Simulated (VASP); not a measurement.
Input of a VASP 6.6.1 run:

File POSCAR:

```
MgO
1.0
    2.3073279492      0.0000000000      0.0000000000
    0.0000000000      2.3073279492      0.0000000000
    0.0000000000      0.0000000000      2.3073279492
Mg O
1 1
Direct
    0.0000000000      0.0000000000      0.0000000000
    0.5000000000      0.5000000000      0.5000000000
```

The input INCAR.step1:

```
SYSTEM = MgO
PREC = Accurate
ENCUT = 520
ISMEAR = 0
SIGMA = 0.05
LREAL = .False.
LASPH = .True.
NELM = 80
NBANDS = 11
GGA = PE
ALGO = Normal
EDIFF = 1E-4
LWAVE = .True.
LCHARG = .False.
```

Contents of INCAR.step2:

```
SYSTEM = MgO
PREC = Accurate
ENCUT = 520
EDIFF = 1E-7
ISMEAR = 0
SIGMA = 0.05
LREAL = .False.
LASPH = .True.
NELM = 80
ALGO = Normal
ISIF = 2
LWAVE = .False.
LCHARG = .False.
METAGGA = R2SCAN
LMIXTAU = .True.
NBANDS = 11
ISTART = 1
```

File KPOINTS:

```
regular mesh
0
Gamma
  10 10 10
  0 0 0
```

Potentials or basis: VASP PAW PBE potentials, release 64 (Mg, O).

Launch:

```sh
$ cat potpaw_PBE.64/Mg/POTCAR potpaw_PBE.64/O/POTCAR > POTCAR
$ cp INCAR.step1 INCAR
$ mpirun -np 1 vasp_std > vasp.out
$ cp INCAR.step2 INCAR
$ mpirun -np 1 vasp_std > vasp.out
```

Question: Predict the pressure.

Answer: 132.4 GPa.

Question: Estimate the band gap on the k mesh.

Answer: 7.42 eV, direct.

Caveat: the PAW data sets were made with another functional, which shifts forces and pressure a little. A k mesh can miss the band edges.
